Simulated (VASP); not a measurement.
Runs of VASP 6.6.1 on ZnS. The structure is that of space group R3m (No. 160), or close to it. The cells are those of the table. 

```csv
cell,gap on the mesh (eV),pressure (GPa),largest force (eV/Å)
"a = 4.818 Å, angles 38.9°, 2 atoms",none,20.0,(d)
"a = 4.393 Å, angles 45.7°, 2 atoms",none,(a),0.55
"a = 3.508 Å, angles 75.3°, 2 atoms",(b),(c),7.83
"a = 5.258 Å, angles 33.6°, 2 atoms",none,24.3,2.19
"a = 3.738 Å, angles 63.2°, 2 atoms",1.92,2.2,0.64
```

Alike in all rows: task single point; level PBE; potentials or basis VASP PAW PBE potentials, release 64 (Zn, S); no spin polarisation; k mesh 10 × 10 × 10; cutoff (eV) 520; smearing gaussian 0.05 eV.

Q: Estimate the missing entries.

A: (a) 12.2; (b) 1.50; (c) 19.7; (d) 1.17.

Caveats: forces of over 1 eV/Å act on the atoms, so gaps and moduli don't describe the material at rest (some runs).

A k mesh can miss the band edges.

A gap of «none» marks levels without a gap at the run's occupations.
